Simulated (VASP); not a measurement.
BiB: single point with PBE

Crystal: BiB.

```
B Bi
1.0
     0.00000    2.70368    2.70368
     2.70368    0.00000    2.70368
     2.70368    2.70368    0.00000
B Bi
1 1
Direct
  0.00000 0.00000 0.00000
  0.25000 0.25000 0.25000
```

This cell differs from its parent crystal: volume changed by -6%.

```
Program                : VASP 6.6.1
Task                   : single point
Functional             : PBE
Potentials or basis    : VASP PAW PBE potentials, release 64 (B, Bi_d)
Cutoff                 : 520 eV
k mesh                 : 6 × 6 × 6
Occupations            : gaussian, width 0.01 eV
Spin                   : no spin polarisation
Dipole correction      : no
Further INCAR settings : ALGO = Normal; EDIFF = 1e-06; NBANDS = 16
```

- Pressure: 5.1 GPa
- Band gap on the k mesh: 0.58 eV, indirect (least direct gap 0.62 eV)

Levels at points of the mesh, in eV from the valence-band top:
```
           k point  band 6  band 7  band 8  band 9  band 10  band 11  band 12  band 13
(0.00, 0.00, 0.00)  -14.51    0.00    0.00    0.00     0.62     2.87     2.87     2.87
(0.50, 0.00, 0.00)  -12.29   -7.97   -1.69   -1.69     0.58     4.25     4.25     6.02
(0.50, 0.50, 0.00)  -11.30   -8.05   -3.65   -3.65     0.85     0.95     8.54     8.98
```

Run time: 23 s on 1 thread of AMD EPYC 7R13 (shared host), peak memory 0.13 GiB.

Caveat: spin-orbit coupling is left out, which moves the levels of the heavy elements. A k mesh can miss the band edges.
